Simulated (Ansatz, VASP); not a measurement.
## SnO2: VASP beside Ansatz

The input INCAR:

```
SYSTEM = SnO2
PREC = Accurate
ENCUT = 520
EDIFF = 1E-6
ISMEAR = 0
SIGMA = 0.05
LREAL = .False.
LASPH = .True.
NELM = 60
ALGO = Normal
ISIF = 2
LWAVE = .False.
LCHARG = .False.
NBANDS = 35
```

File KPOINTS:

```
regular mesh
0
Gamma
  6 6 8
  0 0 0
```

POSCAR

```
SnO2
1.0
    4.7880040000      0.0000000000      0.0000000000
    0.0000000000      4.8665820000      0.0000000000
    0.0000000000      0.0000000000      3.2408980000
Sn O
2 4
Direct
    0.5000000000      0.5000000000      0.5000000000
    0.0000000000      0.0000000000      0.0000000000
    0.2918550000      0.3210420000      0.0000000000
    0.7918550000      0.1789580000      0.5000000000
    0.2081450000      0.8210420000      0.5000000000
    0.7081450000      0.6789580000      0.0000000000
```

Input for Ansatz:

```yaml
crystal:
  lattice:
    - [4.788004, 0.0, 0.0]
    - [0.0, 4.866582, 0.0]
    - [0.0, 0.0, 3.240898]
  atoms:
    - { symbol: Sn, position: [0.5, 0.5, 0.5] }
    - { symbol: Sn, position: [0.0, 0.0, 0.0] }
    - { symbol: O, position: [0.291855, 0.321042, 0.0] }
    - { symbol: O, position: [0.791855, 0.178958, 0.5] }
    - { symbol: O, position: [0.208145, 0.821042, 0.5] }
    - { symbol: O, position: [0.708145, 0.678958, 0.0] }
basis:
  ecutwfc: 420
kpoints:
  mp_grid: { grid: [6, 6, 8] }
hamiltonian:
  xc: lda
scf:
  occupations: { method: gaussian, width: 0.05 }
output:
  forces: true
  stress: true
  eigenvalues: true
  write_density: true
  write_potential: true
  elf: true
  volumetric_format: npy
```

Alike in both runs: task single point; functional LDA; k mesh 6 × 6 × 8; occupations gaussian, width 0.05 eV; no spin polarisation.

|  | VASP | Ansatz |
| --- | --- | --- |
| version | VASP 6.6.1 | Ansatz 0.2.0 |
| potentials or method | VASP PAW LDA potentials, release 64 (Sn_d, O), cutoff 520 eV | scalar-relativistic, plane waves, PAW |
| valence electrons in the cell | 52 | 52 |

```csv
,VASP,Ansatz,Ansatz less VASP
gap on the k mesh at the Fermi level (eV),0.70,0.68,-0.022
least direct gap on the mesh (eV),0.70,0.68,-0.022
pressure (GPa),-10.4,-11.2,-0.82
"traceless stress, the component that is largest in VASP (GPa)",-1.02,-1.30,-0.274
rms of the force components (eV/Å),0.071,0.080,+0.0087
```

LDA's correlation is that of Perdew and Zunger in VASP and of Perdew and Wang (1992) in Ansatz. Atom by atom the forces differ by 0.010 eV/Å (rms over components).
